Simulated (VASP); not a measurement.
# Rh (Im-3m) in VASP: notebook

Rh is run at these levels: r2SCAN; tasks: single point.

Program: VASP 6.6.1. These are calculated values, not measurements. Logs are shortened: lines on timing, memory, paths and dates and some standing lists are left out, and cuts for length are marked.

### Step 1. The cell of the first run

It takes space group Im-3m (No. 229, cubic). Conventional cell: a = 3.017 Å, b = 3.017 Å, c = 3.017 Å, α = 90.00°, β = 90.00°, γ = 90.00°. Within 3.4 Å of Rh (site symmetry m-3m) lie 14 Rh at 2.61 to 3.02 Å.

### Step 2. Single point, r2SCAN, collinear spin, ferromagnetic start (volume scaled by 0.96)

POSCAR reads:

```
Rh
1.0
   -1.5085369552      1.5085369552      1.5085369552
    1.5085369552     -1.5085369552      1.5085369552
    1.5085369552      1.5085369552     -1.5085369552
Rh
1
Direct
    0.0000000000      0.0000000000      0.0000000000
```

INCAR.step1 reads:

```
  ALGO = Normal
  EDIFF = 1E-4
  ENCUT = 520
  GGA = PE
  ISMEAR = -1
  ISPIN = 2
  LASPH = T
  LCHARG = F
  LMAXMIX = 4
  LREAL = F
  LWAVE = T
  MAGMOM = 0.873
  NBANDS = 18
  NELM = 150
  PREC = Accurate
  SIGMA = 0.05
```

INCAR.step2 reads:

```
  ALGO = Normal
  EDIFF = 1E-7
  ENCUT = 520
  ISIF = 2
  ISMEAR = -1
  ISPIN = 2
  ISTART = 1
  LASPH = T
  LCHARG = F
  LMAXMIX = 4
  LMIXTAU = T
  LORBIT = 11
  LREAL = F
  LWAVE = F
  MAGMOM = 0.873
  METAGGA = R2SCAN
  NBANDS = 18
  NELM = 150
  PREC = Accurate
  SIGMA = 0.05
```

KPOINTS reads:

```
k-points
0
Gamma
  16 16 16
```

Potentials or basis: VASP PAW PBE potentials, release 64 (Rh_pv).

The run is started by

```bash
cat potpaw_PBE.64/Rh_pv/POTCAR > POTCAR
cp INCAR.step1 INCAR
mpirun -np 1 vasp_std > vasp.out
cp INCAR.step2 INCAR
mpirun -np 1 vasp_std > vasp.out
```

OUTCAR:

```text
EDIFF = 1E-7
   ENCUT = 520
   ISIF = 2
   ISMEAR = -1
   ISPIN = 2
   ISTART = 1
   LASPH = T
   LORBIT = 11
   LREAL = F
   METAGGA = R2SCAN
   NELM = 150
   PREC = Accurate

 ion  position               nearest neighbor table
   1  0.000  0.000  0.000-

  LATTYP: Found a body centered cubic cell.
 ALAT       =     3.0170739104

  Lattice vectors:

 A1 = (  -1.5085369552,   1.5085369552,   1.5085369552)
 A2 = (   1.5085369552,  -1.5085369552,   1.5085369552)
 A3 = (   1.5085369552,   1.5085369552,  -1.5085369552)

Analysis of symmetry for initial positions (statically):
=====================================================================
 Subroutine PRICEL returns:
 Original cell was already a primitive cell.

 Routine SETGRP: Setting up the symmetry group for a
 body centered cubic supercell.

 Subroutine GETGRP returns: Found 48 space group operations
 (whereof 48 operations were pure point group operations)
 out of a pool of 48 trial point group operations.

The static configuration has the point symmetry O_h .

Analysis of symmetry for dynamics (positions and initial velocities):
=====================================================================
 Subroutine PRICEL returns:
 Original cell was already a primitive cell.

 Routine SETGRP: Setting up the symmetry group for a
 body centered cubic supercell.

 Subroutine GETGRP returns: Found 48 space group operations
 (whereof 48 operations were pure point group operations)
 out of a pool of 48 trial point group operations.

The dynamic configuration has the point symmetry O_h .

Analysis of structural, dynamic, and magnetic symmetry:
=====================================================================
 Subroutine PRICEL returns:
 Original cell was already a primitive cell.

 Routine SETGRP: Setting up the symmetry group for a
 body centered cubic supercell.

 Subroutine GETGRP returns: Found 48 space group operations
 (whereof 48 operations were pure point group operations)
 out of a pool of 48 trial point group operations.

The overall configuration has the point symmetry O_h .

 Subroutine INISYM returns: Found 48 space group operations
 (whereof 48 operations are pure point group operations),
 and found     1 'primitive' translations

----------------------------------------------------------------------------------------

                                     Primitive cell

  volume of cell :      13.7318

  direct lattice vectors                    reciprocal lattice vectors
    -1.508536955  1.508536955  1.508536955     0.000000000  0.331446968  0.331446968
     1.508536955 -1.508536955  1.508536955     0.331446968  0.000000000  0.331446968
     1.508536955  1.508536955 -1.508536955     0.331446968  0.331446968  0.000000000

  length of vectors
     2.612862652  2.612862652  2.612862652     0.468736797  0.468736797  0.468736797

  position of ions in fractional coordinates (direct lattice)
     0.000000000  0.000000000  0.000000000

  ion indices of the primitive-cell ions
   primitive index   ion index
                 1           1

----------------------------------------------------------------------------------------

 KPOINTS: k-points

Automatic generation of k-mesh.
 Grid dimensions read from file:
 generate k-points for:   16   16   16

 Generating k-lattice:

  Cartesian coordinates                     Fractional coordinates (reciprocal lattice)
     0.000000000  0.020715436  0.020715436     0.062500000  0.000000000  0.000000000
     0.020715436  0.000000000  0.020715436     0.000000000  0.062500000  0.000000000
     0.020715436  0.020715436  0.000000000     0.000000000  0.000000000  0.062500000

  Length of vectors
     0.029296050  0.029296050  0.029296050

  Shift w.r.t. Gamma in fractional coordinates (k-lattice)
     0.000000000  0.000000000  0.000000000

 Subroutine IBZKPT returns following result:
 ===========================================

 Found    145 irreducible k-points:

 Following reciprocal coordinates:
            Coordinates               Weight
  0.000000  0.000000  0.000000      1.000000
  0.062500  0.000000  0.000000     12.000000
  0.125000  0.000000  0.000000     12.000000
  0.187500  0.000000  0.000000     12.000000
  0.250000  0.000000  0.000000     12.000000
  0.312500  0.000000  0.000000     12.000000
[... 16 lines left out ...]
  0.187500  0.187500  0.000000     24.000000
  0.250000  0.187500  0.000000     48.000000
 [... further k-points ...]
   k-points           NKPTS =    145   k-points in BZ     NKDIM =    145   number of bands    NBANDS=     18
   number of dos      NEDOS =    301   number of ions     NIONS =      1
   total plane-waves  NPLWV =   8000
   dimension x,y,z NGX =    20 NGY =   20 NGZ =   20
   dimension x,y,z NGXF=    40 NGYF=   40 NGZF=   40
   ions per type =               1
   NGX,Y,Z   is equivalent  to a cutoff of  12.73, 12.73, 12.73 a.u.
   NGXF,Y,Z  is equivalent  to a cutoff of  25.45, 25.45, 25.45 a.u.
 SYSTEM =  unknown system
   PREC   = accura    normal or accurate (medium, high low for compatibility)
   ISTART =      1    job   : 0-new  1-cont  2-samecut
   ICHARG =      0    charge: 1-file 2-atom 10-const
   ISPIN  =      2    spin polarized calculation?
   LNONCOLLINEAR =      F non collinear calculations
   LSORBIT =      F    spin-orbit coupling
   LASPH  =      T    aspherical Exc in radial PAW
   ENCUT  =  520.0 eV  38.22 Ry    6.18 a.u.   4.86  4.86  4.86*2*pi/ulx,y,z
   NELM   =    150;   NELMIN=  2; NELMDL=  0     # of ELM steps
   EDIFF  = 0.1E-06   stopping-criterion for ELM
   LREAL  =      F    real-space projection
   EDIFFG = 0.1E-05   stopping-criterion for IOM
   NSW    =      0    number of steps for IOM
   IBRION =     -1    ionic relax: 0-MD 1-quasi-New 2-CG
   NFREE  =      0    steps in history (QN), initial steepest desc. (CG)
   ISIF   =      2    stress and relaxation
   ISYM   =      2    0-nonsym 1-usesym 2-fastsym
   POTIM  = 0.5000    time-step for ionic-motion
   TEBEG  =    0.0;   TEEND  =   0.0 temperature during run
   PSTRESS=    0.0 pullay stress
   NELECT =      15.0000    total number of electrons
   NUPDOWN=      -1.0000    fix difference up-down
   EMIN   =  10.00;   EMAX   =-10.00  energy-range for DOS
   EFERMI =   0.00;   METHOD = LEGACY
   ISMEAR =    -1;   SIGMA  =   0.05  broadening in eV -4-tet -1-fermi 0-gaus
   EFERMI_NEDOS =   21; number of points for ismear=-14 and -15
   IALGO  =     38    algorithm
   IMIX   =      4    mixing-type and parameters
     AMIX     =   0.40;   BMIX     =  1.00
     AMIX_MAG =   1.60;   BMIX_MAG =  1.00
  volume/ion in A,a.u.               =      13.73        92.67
  Fermi-wavevector in a.u.,A,eV,Ry     =   1.686020  3.186115 38.676768  2.842662
  Thomas-Fermi vector in A             =   2.768759
   LORBIT       =     11    0 simple, 1 ext, 2 COOP (PROOUT), +10 PAW based schemes
   METAGGA = R2SCAN    functional components
   LHFCALC =     F    Hartree Fock is set to
   AEXX    =    0.0000 exact exchange contribution
   IVDW    =     0    specifies the selected vdW correction
   LEPSILON=     F    determine dielectric tensor
   LRPA    =     F    only Hartree local field effects (RPA)
 spin polarized calculation
  energy-cutoff  :      520.00
  volume of cell :       13.73
 maximum number of plane-waves:       380
   NGX =  9   NGY =  9   NGZ =  9

 number of electron      14.9999993 magnetization       0.7156594

 Free energy of the ion-electron system (eV)
  ---------------------------------------------------
  ext. energy  EPLUGINS =         0.00000000
  ---------------------------------------------------
  free energy    TOTEN  =       -23.79900295 eV

  energy without entropy =      -23.78905634  energy(sigma->0) =      -23.79402964

 E-fermi :  11.7464     XC(G=0): -15.2048

 val. band max:       11.7398022340   @ k =  -0.0625   0.0625   0.0625
 cond. band min:      11.7544638786   @ k =   0.2500   0.0000   0.0000
 fundamental gap:      0.0146616447
 Fermi energy:        11.7463880087

 spin component 1

 k-point     1 :       0.0000    0.0000    0.0000
  band No.  band energies     occupation
      1     -36.2945      1.00000
      2     -36.2945      1.00000
      3     -36.2945      1.00000
      4       3.5852      1.00000
      5       8.2406      1.00000
      6       8.2406      1.00000
[... 10 lines left out ...]
     17      44.6572      0.00000
     18      44.6572      0.00000

 k-point     2 :       0.0625    0.0000    0.0000
  band No.  band energies     occupation
      1     -36.3259      1.00000
      2     -36.3048      1.00000
      3     -36.2946      1.00000
      4       3.7594      1.00000
      5       8.1711      1.00000
      6       8.2406      1.00000
[... 10 lines left out ...]
     17      44.3081      0.00000
     18      46.4686      0.00000
[... 442 lines left out ...]
 k-point    24 :       0.2500    0.1875    0.0000
  band No.  band energies     occupation
      1     -36.9149      1.00000
      2     -36.5532      1.00000
      3     -36.3613      1.00000
      4       6.2522      1.00000
      5       7.1448      1.00000
      6       8.4140      1.00000
[... 10 lines left out ...]
     17      45.6417      0.00000
     18      47.8806      0.00000

 [... further k-points ...]

 spin component 2

 k-point     1 :       0.0000    0.0000    0.0000
  band No.  band energies     occupation
      1     -35.4795      1.00000
      2     -35.4795      1.00000
      3     -35.4795      1.00000
      4       3.5417      1.00000
      5       8.7267      1.00000
      6       8.7267      1.00000
[... 10 lines left out ...]
     17      45.3369      0.00000
     18      45.3369      0.00000

 k-point     2 :       0.0625    0.0000    0.0000
  band No.  band energies     occupation
      1     -35.5119      1.00000
      2     -35.4900      1.00000
      3     -35.4795      1.00000
      4       3.7169      1.00000
      5       8.6538      1.00000
      6       8.7245      1.00000
[... 10 lines left out ...]
     17      44.7624      0.00000
     18      47.0053      0.00000
[... 442 lines left out ...]
 k-point    24 :       0.2500    0.1875    0.0000
  band No.  band energies     occupation
      1     -36.1191      1.00000
      2     -35.7456      1.00000
      3     -35.5485      1.00000
      4       6.5822      1.00000
      5       7.6335      1.00000
      6       8.7514      1.00000
[... 10 lines left out ...]
     17      45.9489      0.00000
     18      48.2941      0.00000

 [... further k-points ...]
[... 5 lines left out ...]
  --------------------------------------------------------------------------------------
  -------------------------------------------------------------------------------------
  Total        0.9344057      0.9344057      0.9344057      0.0000000      0.0000000      0.0000000
  in kB      109.0230203    109.0230203    109.0230203      0.0000000      0.0000000      0.0000000
  external PRESSURE =     109.0230203 kB  Pullay stress =       0.0000000 kB

 VOLUME and BASIS-vectors are now :
 -----------------------------------------------------------------------------
  energy-cutoff  :      520.00
  volume of cell :       13.73
      direct lattice vectors                 reciprocal lattice vectors
    -1.508536955  1.508536955  1.508536955     0.000000000  0.331446968  0.331446968
     1.508536955 -1.508536955  1.508536955     0.331446968  0.000000000  0.331446968
     1.508536955  1.508536955 -1.508536955     0.331446968  0.331446968  0.000000000

 POSITION                                       TOTAL-FORCE (eV/Angst)
 -----------------------------------------------------------------------------------
      0.00000      0.00000      0.00000        -0.000000      0.000000     -0.000000
 -----------------------------------------------------------------------------------
    total drift:                                0.000000     -0.000000      0.000000

  FREE ENERGIE OF THE ION-ELECTRON SYSTEM (eV)
  ---------------------------------------------------
  free  energy   TOTEN  =       -23.7990029489 eV

  energy  without entropy=      -23.7890563388  energy(sigma->0) =      -23.79402964

 total charge

# of ion       s       p       d       tot
------------------------------------------
    1        0.419   6.288   7.129  13.836

 magnetization (x)

# of ion       s       p       d       tot
------------------------------------------
    1       -0.006  -0.011   0.745   0.729
```

Wall time 2.6 min (1 thread of AMD EPYC 9R45 (Zen 5), shared host); peak memory 0.14 GiB.

Results:

```yaml
Free_energy: -23.7990 eV
Pressure: 10.9 GPa
Net_moment: 0.72 μB per cell
Site_moments: Rh +0.73 μB
Valence_electrons_inside_the_program's_atomic_spheres: Rh 13.84
```

Levels at points of the mesh, in eV from the Fermi level:
Spin up:
```csv
k point,band 5,band 6,band 7,band 8,band 9,band 10,band 11,band 12
"(0.00, 0.00, 0.00)",-3.51,-3.51,-3.51,-1.25,-1.25,17.20,19.19,19.19
"(0.50, 0.00, 0.00)",-5.09,-1.19,-0.88,1.23,1.35,9.66,15.15,17.21
"(0.50, 0.50, 0.50)",-6.77,0.70,0.70,0.70,9.94,9.94,9.94,17.19
```
Spin down:
| k point | band 5 | band 6 | band 7 | band 8 | band 9 | band 10 |
| --- | --- | --- | --- | --- | --- | --- |
| (0.00, 0.00, 0.00) | -3.02 | -3.02 | -3.02 | -0.12 | -0.12 | 18.30 |
| (0.50, 0.00, 0.00) | -4.67 | -0.25 | 0.29 | 1.27 | 1.84 | 10.11 |
| (0.50, 0.50, 0.50) | -6.06 | 1.29 | 1.29 | 1.29 | 9.99 | 9.99 |

Caveat: the cell differs from its parent crystal (volume scaled by 0.96); the PAW data sets were made with another functional, which shifts forces and pressure a little.

### Step 3. Single point, r2SCAN, collinear spin, ferromagnetic start

This run uses another cell than the first one, of 14.30 Å³/atom, 1.042 times its volume.

POSCAR reads:

```
Rh
1.0
   -1.5292044132      1.5292044132      1.5292044132
    1.5292044132     -1.5292044132      1.5292044132
    1.5292044132      1.5292044132     -1.5292044132
Rh
1
Direct
    0.0000000000      0.0000000000      0.0000000000
```

INCAR.step1 reads:

```
PREC = Accurate
ENCUT = 520
ISMEAR = -1
SIGMA = 0.05
LREAL = False
LASPH = True
NELM = 150
ISPIN = 2
MAGMOM = 0.873
LMAXMIX = 4
NBANDS = 18
GGA = PE
ALGO = Normal
EDIFF = 1E-4
LWAVE = True
LCHARG = False
```

INCAR.step2 reads:

```
PREC = Accurate
ENCUT = 520
EDIFF = 1E-6
ISMEAR = -1
SIGMA = 0.05
LREAL = False
LASPH = True
NELM = 150
ALGO = Normal
ISIF = 2
LWAVE = False
LCHARG = True
ISPIN = 2
MAGMOM = 0.873
LORBIT = 11
LMAXMIX = 4
METAGGA = R2SCAN
LMIXTAU = True
LELF = True
LVHAR = True
NBANDS = 18
ISTART = 1
```

KPOINTS reads:

```
Automatic mesh
0
Gamma
  16 16 16
```

Potentials or basis: VASP PAW PBE potentials, release 64 (Rh_pv).

The run is started by

```bash
cat potpaw_PBE.64/Rh_pv/POTCAR > POTCAR
cp INCAR.step1 INCAR
mpirun -np 1 vasp_std > vasp.out
cp INCAR.step2 INCAR
mpirun -np 1 vasp_std > vasp.out
```

OUTCAR:

```text
PREC = Accurate
   ENCUT = 520
   EDIFF = 1E-6
   ISMEAR = -1
   LREAL = False
   LASPH = True
   NELM = 150
   ISIF = 2
   ISPIN = 2
   LORBIT = 11
   METAGGA = R2SCAN
   ISTART = 1

 ion  position               nearest neighbor table
   1  0.000  0.000  0.000-

  LATTYP: Found a body centered cubic cell.
 ALAT       =     3.0584088264

  Lattice vectors:

 A1 = (  -1.5292044132,   1.5292044132,   1.5292044132)
 A2 = (   1.5292044132,  -1.5292044132,   1.5292044132)
 A3 = (   1.5292044132,   1.5292044132,  -1.5292044132)
[... 1214 lines left out ...]
  -------------------------------------------------------------------------------------
  Total       -0.0107254     -0.0107254     -0.0107254      0.0000000      0.0000000      0.0000000
  in kB       -1.2013470     -1.2013470     -1.2013470      0.0000000      0.0000000      0.0000000
  external PRESSURE =      -1.2013470 kB  Pullay stress =       0.0000000 kB

 VOLUME and BASIS-vectors are now :
 -----------------------------------------------------------------------------
  energy-cutoff  :      520.00
  volume of cell :       14.30
      direct lattice vectors                 reciprocal lattice vectors
    -1.529204413  1.529204413  1.529204413     0.000000000  0.326967406  0.326967406
     1.529204413 -1.529204413  1.529204413     0.326967406  0.000000000  0.326967406
     1.529204413  1.529204413 -1.529204413     0.326967406  0.326967406  0.000000000

 POSITION                                       TOTAL-FORCE (eV/Angst)
 -----------------------------------------------------------------------------------
      0.00000      0.00000      0.00000        -0.000000     -0.000000     -0.000000
 -----------------------------------------------------------------------------------
    total drift:                                0.000000     -0.000000     -0.000000

  FREE ENERGIE OF THE ION-ELECTRON SYSTEM (eV)
  ---------------------------------------------------
  free  energy   TOTEN  =       -23.8177338510 eV

  energy  without entropy=      -23.8073123893  energy(sigma->0) =      -23.81252312

 total charge

# of ion       s       p       d       tot
------------------------------------------
    1        0.403   6.265   7.097  13.765

 magnetization (x)

# of ion       s       p       d       tot
------------------------------------------
    1       -0.007  -0.012   0.798   0.779
```

OUTCAR.step1:

```text
PREC = Accurate
   ENCUT = 520
   ISMEAR = -1
   LREAL = False
   LASPH = True
   NELM = 150
[... 1243 lines left out ...]
 POSITION                                       TOTAL-FORCE (eV/Angst)
 -----------------------------------------------------------------------------------
      0.00000      0.00000      0.00000         0.000000      0.000000      0.000000
 -----------------------------------------------------------------------------------
    total drift:                               -0.000000     -0.000000      0.000000

  FREE ENERGIE OF THE ION-ELECTRON SYSTEM (eV)
  ---------------------------------------------------
  free  energy   TOTEN  =        -6.9183193212 eV

  energy  without entropy=       -6.9022377980  energy(sigma->0) =       -6.91027856
```

OSZICAR.step1:

```text
N       E                     dE             d eps       ncg     rms          rms(c)
DAV:   1     0.132107657963E+03    0.13211E+03   -0.79345E+03 10544   0.882E+02
DAV:   2    -0.478116508090E+01   -0.13689E+03   -0.12967E+03 11238   0.293E+02
DAV:   3    -0.729317443434E+01   -0.25120E+01   -0.24978E+01 11954   0.420E+01
DAV:   4    -0.730163656135E+01   -0.84621E-02   -0.84614E-02 11526   0.247E+00
DAV:   5    -0.730168658177E+01   -0.50020E-04   -0.50020E-04 11350   0.170E-01    0.982E+00
DAV:   6    -0.693070939724E+01    0.37098E+00   -0.48861E-01 10966   0.883E+00    0.380E+00
DAV:   7    -0.691970141492E+01    0.11008E-01   -0.16780E-02 11392   0.132E+00    0.191E+00
DAV:   8    -0.691651380074E+01    0.31876E-02   -0.44977E-03 11140   0.680E-01    0.772E-01
DAV:   9    -0.691826682528E+01   -0.17530E-02   -0.79929E-04 11382   0.296E-01    0.121E-01
DAV:  10    -0.691831932122E+01   -0.52496E-04   -0.57606E-05  6574   0.650E-02
   1 F= -.69183193E+01 E0= -.69102786E+01  d E =-.160815E-01  mag=     0.4768
```

Wall time 2.5 min (1 thread of AMD EPYC 9R45 (Zen 5), shared host); peak memory 0.14 GiB.

What came out:

| Item | Value |
| --- | --- |
| Free energy | -23.8177 eV |
| Pressure | -0.1 GPa |
| Net moment | 0.76 μB per cell |
| Site moments | Rh +0.78 μB |
| Valence electrons inside the program's atomic spheres | Rh 13.77 |

Caveat: the PAW data sets were made with another functional, which shifts forces and pressure a little.

(Continued in part 2 of 2.)
